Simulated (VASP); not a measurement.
Here is a VASP 6.6.1 calculation.

File INCAR:

```
SYSTEM = CdSe
PREC = Accurate
ENCUT = 520
EDIFF = 1E-6
ISMEAR = 0
SIGMA = 0.01
LREAL = .FALSE.
LASPH = .TRUE.
NELM = 60
ALGO = Normal
ISIF = 2
LWAVE = .FALSE.
LCHARG = .FALSE.
GGA = PE
NBANDS = 16
```

The input KPOINTS:

```
Automatic mesh
0
G
  6 6 6
  0 0 0
```

File POSCAR:

```
CdSe
1.0
    0.0000000000      3.1289034965      3.1289034965
    3.1289034965      0.0000000000      3.1289034965
    3.1289034965      3.1289034965      0.0000000000
Cd Se
1 1
Direct
    0.0000000000      0.0000000000      0.0000000000
    0.2500000000      0.2500000000      0.2500000000
```

Potentials or basis: VASP PAW PBE potentials, release 64 (Cd, Se).

Run with:

```sh
$ cat potpaw_PBE.64/Cd/POTCAR potpaw_PBE.64/Se/POTCAR > POTCAR
$ mpirun -np 1 vasp_std > vasp.out
```

Q: Estimate the band gap on the k mesh.

A: 0.43 eV, direct.

Q: Predict the pressure.

A: -1.0 GPa.
